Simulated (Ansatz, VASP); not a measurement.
## Two plane-wave programs on BiTe

```xyz
2
Lattice="0.0000 3.2533 3.2533 3.2533 0.0000 3.2533 3.2533 3.2533 0.0000" Properties=species:S:1:pos:R:3 pbc="T T T"
Bi    0.0000    0.0000    0.0000
Te    3.2533    3.2533    3.2533
```

Alike in both runs: task electric field gradients; functional PBEsol; k mesh 10 × 10 × 10; occupations fermi-dirac, width 0.05 eV; no spin polarisation.

|  | VASP | Ansatz |
| --- | --- | --- |
| version | VASP 6.6.1 | Ansatz 0.2.0 |
| potentials or method | VASP PAW PBE potentials, release 64 (Bi_d, Te) | PAW with Ansatz's default frozen-core files, scalar-relativistic |
| plane-wave cutoff (eV) | 520 | 420 |
| valence electrons in the cell | 21 | 31 |

VASP gave:

```
pressure (GPa) : -2.5
```

Task: Which values does Ansatz return?

Result: Pressure (GPa): -2.4.

VASP's potentials were made for PBE, not for PBEsol. VASP's potentials hold 21 valence electrons a cell and Ansatz's 31, so a difference there can come from the potentials and not from the codes.

Spin-orbit coupling is off throughout.
